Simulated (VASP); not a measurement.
Runs of VASP 6.6.1 on Pt. The structure is that of space group Fm-3m (No. 225), or close to it. The cells are those of the table. 

```csv
spin,cell,k mesh,cutoff (eV),gap on the mesh (eV),pressure (GPa)
off,"a = 2.742 Å, angles 60.0°, 1 atom",22 × 22 × 22,520,none,(b)
off,"a = 2.782 Å, angles 60.0°, 1 atom",22 × 22 × 22,520,none,10.2
off,"a = 2.928 Å, angles 60.0°, 1 atom",22 × 22 × 22,520,none,-19.5
"collinear, ferromagnetic start","a = 2.818 Å, angles 60.0°, 1 atom",7 × 7 × 7,500,none,(a)
off,"a = 2.820 Å, angles 60.0°, 1 atom",7 × 7 × 7,500,none,0.8
off,"a = 2.893 Å, angles 60.0°, 1 atom",22 × 22 × 22,520,none,-14.8
off,"a = 2.820 Å, angles 60.0°, 1 atom",22 × 22 × 22,520,none,-0.4
off,"a = 2.702 Å, angles 60.0°, 1 atom",22 × 22 × 22,520,none,41.7
off,"a = 2.857 Å, angles 60.0°, 1 atom",22 × 22 × 22,520,none,-8.5
```

Alike in all rows: task single point; level revPBE; potentials or basis VASP PAW PBE potentials, release 64 (Pt); smearing fermi-dirac 0.1 eV.

Question: Fill in the values left out.

Answer: (a) 1.2; (b) 23.9.

Caveats: some runs use coarse meshes; the PAW data sets were made with another functional, which shifts forces and pressure a little; spin-orbit coupling is left out, which moves the levels of the heavy elements.

A k mesh can miss the band edges, and the runs leave out spin-orbit coupling on Pt.

A gap of «none» marks levels without a gap at the run's occupations.
